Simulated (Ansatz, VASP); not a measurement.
Ca in VASP and in Ansatz

File INCAR:

```
PREC = Accurate
ENCUT = 520
EDIFF = 1E-7
ISMEAR = 0
SIGMA = 1.0
LREAL = False
LASPH = True
NELM = 80
ALGO = Normal
ISIF = 2
LWAVE = False
LCHARG = False
GGA = CA
NBANDS = 11
```

KPOINTS

```
Automatic mesh
0
Gamma
  10 10 10
```

File POSCAR:

```
Ca
1.0
    0.0000000000      2.6714532750      2.6714532750
    2.6714532750      0.0000000000      2.6714532750
    2.6714532750      2.6714532750      0.0000000000
Ca
1
Direct
    0.0000000000      0.0000000000      0.0000000000
```

Input for Ansatz:

```yaml
crystal:
  lattice:
    - [0.0, 2.671453275, 2.671453275]
    - [2.671453275, 0.0, 2.671453275]
    - [2.671453275, 2.671453275, 0.0]
  atoms:
    - { symbol: Ca, position: [0.0, 0.0, 0.0] }
hamiltonian:
  xc: lda
  pseudopotentials:
    kind: paw
    azcp:
      Ca: "pseudopotentials/Ca.paw.azcp"
basis:
  ecutwfc: 420
  fft_grid_basis: typed
kpoints:
  mp_grid: { grid: [10, 10, 10], shift: [0, 0, 0] }
magnetization:
  spin_polarized: false
scf:
  occupations: { method: gaussian, width: 1.0 }
  lower_state_search: "off"
output:
  stress: true
```

Alike in both runs: task single point; functional LDA; k mesh 10 × 10 × 10; occupations gaussian, width 1 eV; no spin polarisation.

```csv
,VASP,Ansatz
version,VASP 6.6.1,Ansatz 0.2.0
potentials or method,"VASP PAW LDA potentials, release 64 (Ca_sv), cutoff 520 eV","plane waves (420 eV) with PAW, scalar-relativistic"
valence electrons in the cell,10,10
```

```tsv
	VASP	Ansatz	Ansatz less VASP
pressure (GPa)	0.3	0.3	-0.02
```

Ansatz warns that its potentials were made for another functional, while VASP's fit it. LDA's correlation is that of Perdew and Zunger in VASP and of Perdew and Wang (1992) in Ansatz.
